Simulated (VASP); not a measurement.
## Pd: single point with PBEsol

Crystal: Pd.

```
Pd
1.0
    -1.60373    1.60373    1.57228
     1.60373   -1.60373    1.57228
     1.60373    1.60373   -1.57228
Pd
1
Cartesian
  0.0000 0.0000 0.0000
```

```yaml
Program: VASP 6.6.1
Task: single point
Functional: PBEsol
Potentials_or_basis: VASP PAW PBE potentials, release 64 (Pd)
Cutoff: 500 eV
k_mesh: 12 × 12 × 12
Occupations: fermi-dirac, width 0.05 eV
Spin: no spin polarisation
```

```
Pressure               : -15.2 GPa
Band gap on the k mesh : zero (bands 5 and 6 overlap by 1.39 eV)
```

Stress tensor (GPa, compression positive):
```
-14.90   0.00   0.00
  0.00 -14.90   0.00
  0.00   0.00 -15.75
```

Levels at points of the mesh, in eV from the Fermi level:
```
           k point  band 2  band 3  band 4  band 5  band 6  band 7  band 8  band 9
(0.00, 0.00, 0.00)   -2.64   -2.52   -2.52   -0.88   -0.73   18.99   18.99   19.36
(0.50, 0.00, 0.00)   -3.65   -0.85   -0.57    0.53    1.54    7.25   14.76   16.72
(0.50, 0.50, 0.00)   -3.52   -0.98   -0.64    0.51    1.41    7.05   15.03   17.20
(0.50, 0.50, 0.50)   -4.52    0.18    0.18    0.22    8.63    8.63    9.23   16.06
```

Wall time 40 s on 1 thread of Intel Xeon 8259CL (shared host), peak memory 0.14 GiB.

Caveat: the cell stands under tension; the PAW data sets were made with another functional, which shifts forces and pressure a little.
